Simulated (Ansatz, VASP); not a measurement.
**MgO: VASP beside Ansatz**

The input INCAR:

```
  ALGO = Normal
  EDIFF = 1E-6
  ENCUT = 600
  GGA_COMPAT = F
  ISIF = 2
  ISMEAR = 0
  LASPH = T
  LCHARG = F
  LREAL = F
  LWAVE = F
  NBANDS = 16
  NELM = 120
  PREC = Accurate
  SIGMA = 0.01
```

Contents of KPOINTS:

```
k-points
0
Gamma
  6 6 4
```

File POSCAR:

```
MgO
1.0
    3.3077869900      0.0000000000      0.0000000000
   -1.6538934900      2.8646275600      0.0000000000
    0.0000000000      0.0000000000      4.9828816700
Mg O
2 2
Direct
    0.3333333286      0.6666666713      0.0021597402
    0.6666666684      0.3333333287      0.5021597392
    0.3333333286      0.6666666713      0.4024402590
    0.6666666684      0.3333333287      0.9024402600
```

Input for Ansatz:

```yaml
crystal:
  lattice:
    - [3.30778699, 0.0, 0.0]
    - [-1.65389349, 2.86462756, 0.0]
    - [0.0, 0.0, 4.98288167]
  atoms:
    - { symbol: Mg, position: [0.3333333286065085, 0.6666666713211402, 0.002159740229191515] }
    - { symbol: Mg, position: [0.6666666683703223, 0.33333332867885973, 0.5021597392257561] }
    - { symbol: O, position: [0.3333333286065085, 0.6666666713211402, 0.40244025903187863] }
    - { symbol: O, position: [0.6666666683703223, 0.33333332867885973, 0.902440260035314] }
kpoints:
  mp_grid:
    grid: [6, 6, 4]
hamiltonian:
  xc: lda
scf:
  occupations:
    method: fixed
output:
  eigenvalues: true
```

Alike in both runs: task single point; functional LDA; k mesh 6 × 6 × 4; no spin polarisation.

|  | VASP | Ansatz |
| --- | --- | --- |
| version | VASP 6.6.1 | Ansatz 0.2.0 |
| potentials or method | VASP PAW LDA potentials, release 64 (Mg, O) | plane waves, PAW |
| plane-wave cutoff (eV) | 600 | 420 |
| occupations | gaussian, width 0.01 eV | fixed |
| valence electrons in the cell | 16 | 32 |

```tsv
	VASP	Ansatz	Ansatz less VASP
gap on the k mesh at the Fermi level (eV)	3.36	3.36	+0.001
```

LDA's correlation is that of Perdew and Zunger in VASP and of Perdew and Wang (1992) in Ansatz. VASP's potentials hold 16 valence electrons a cell and Ansatz's 32, so a difference there can come from the potentials and not from the codes.
